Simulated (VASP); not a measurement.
Runs of VASP 6.6.1 on CaAl2Sb2. The structure is trigonal, space group P-3m1 (No. 164). The conventional cell has a = 4.981 Å, b = 4.981 Å, c = 6.044 Å, α = 90.00°, β = 90.00°, γ = 120.00°. Within 4.3 Å of Ca (site symmetry -3m) lie 6 Sb at 3.28 Å and 6 Al at 3.35 Å. Al (site symmetry 3m) has 5 Sb at 2.75 to 3.30 Å and 3 Ca at 3.35 Å within 3.6 Å. Within 3.6 Å of Sb (site symmetry 3m) lie 5 Al at 2.75 to 3.30 Å and 3 Ca at 3.28 Å. 

| level | potentials or basis | gap on the mesh (eV) | pressure (GPa) | largest force (eV/Å) |
| --- | --- | --- | --- | --- |
| LDA | VASP PAW LDA potentials, release 64 (Ca_sv, Al, Sb) | none | -2.5 | 0.06 |
| PBEsol | VASP PAW PBE potentials, release 64 (Ca_sv, Al, Sb) | none | -1.1 | (b) |
| revPBE | VASP PAW PBE potentials, release 64 (Ca_sv, Al, Sb) | none | 1.7 | 0.03 |
| PBE | VASP PAW PBE potentials, release 64 (Ca_sv, Al, Sb) | none | (a) | 0.03 |

Alike in all rows: task single point; no spin polarisation; cell as given; k mesh 6 × 6 × 4; cutoff (eV) 500; smearing methfessel-paxton 0.15 eV.

Problem. Estimate the missing entries.

Solution. (a) 0.8; (b) 0.05.

Caveats: spin-orbit coupling is left out, which moves the levels of the heavy elements; the PAW data sets were made with another functional, which shifts forces and pressure a little (some runs).

A k mesh can miss the band edges, and the runs leave out spin-orbit coupling on Sb.

A gap of «none» marks levels without a gap at the run's occupations.
